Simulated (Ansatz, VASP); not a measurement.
One calculation of Co3Sn2, two programs

```xyz
5
Lattice="4.2230 0.0000 0.0000 -2.1115 3.6572 0.0000 0.0000 0.0000 5.0669" Properties=species:S:1:pos:R:3 pbc="T T T"
Co    0.0000    0.0000    3.7817
Co    0.0000    0.0000    1.2852
Co    2.1115    1.2191    0.0000
Sn    2.1115    1.2191    2.5334
Sn    0.0000    2.4381    0.0000
```

Alike in both runs: task single point; functional PBEsol; k mesh 12 × 12 × 10; occupations gaussian, width 0.1 eV; collinear spin.

```csv
,VASP,Ansatz
version,VASP 6.6.1,Ansatz 0.2.0
potentials or method,"VASP PAW PBE potentials, release 64 (Co, Sn_d), cutoff 520 eV","scalar-relativistic, plane waves, PAW"
valence electrons in the cell,55,79
```

```csv
,VASP,Ansatz,Ansatz less VASP
gap on the k mesh at the Fermi level (eV),none,none,-
pressure (GPa),-6.0,-5.9,+0.10
"traceless stress, the component that is largest in VASP (GPa)",-0.09,-0.18,-0.093
net moment per atom (μB),0.51,0.52,+0.009
size of the moment on the site where the two differ most (μB),0.05,0.02,-0.029
```

VASP's potentials were made for PBE, not for PBEsol. Site moments also hang on the region over which each program counts them. A gap of «none» marks a metal or a gap that the smearing closes. VASP's potentials hold 55 valence electrons a cell and Ansatz's 79, so a difference there can come from the potentials and not from the codes.
